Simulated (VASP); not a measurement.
Input of a VASP 6.6.1 run:

The input INCAR:

```
PREC = Accurate
ENCUT = 500
EDIFF = 1E-6
ISMEAR = -1
SIGMA = 0.1
LREAL = False
LASPH = True
NELM = 120
ALGO = Normal
ISIF = 2
LWAVE = False
LCHARG = False
GGA = PS
NBANDS = 12
GGA_COMPAT = False
```

File KPOINTS:

```
regular mesh
0
Gamma
  14 14 14
```

File POSCAR:

```
Ti
1.0
   -1.6410000000      1.6410000000      1.6410000000
    1.6410000000     -1.6410000000      1.6410000000
    1.6410000000      1.6410000000     -1.6410000000
Ti
1
Direct
    0.0000000000      0.0000000000      0.0000000000
```

Potentials or basis: VASP PAW PBE potentials, release 64 (Ti_sv).

Run with:

```console
$ cat potpaw_PBE.64/Ti_sv/POTCAR > POTCAR
$ mpirun -np 1 vasp_std > vasp.out
```

**Question.** Predict the pressure.

**Answer.** -6.5 GPa.

**Question.** What does it give for the band gap on the k mesh?

**Answer.** Zero (bands 6 and 7 overlap by 1.63 eV).

Caveat: the cell stands under tension; the PAW data sets were made with another functional, which shifts forces and pressure a little.
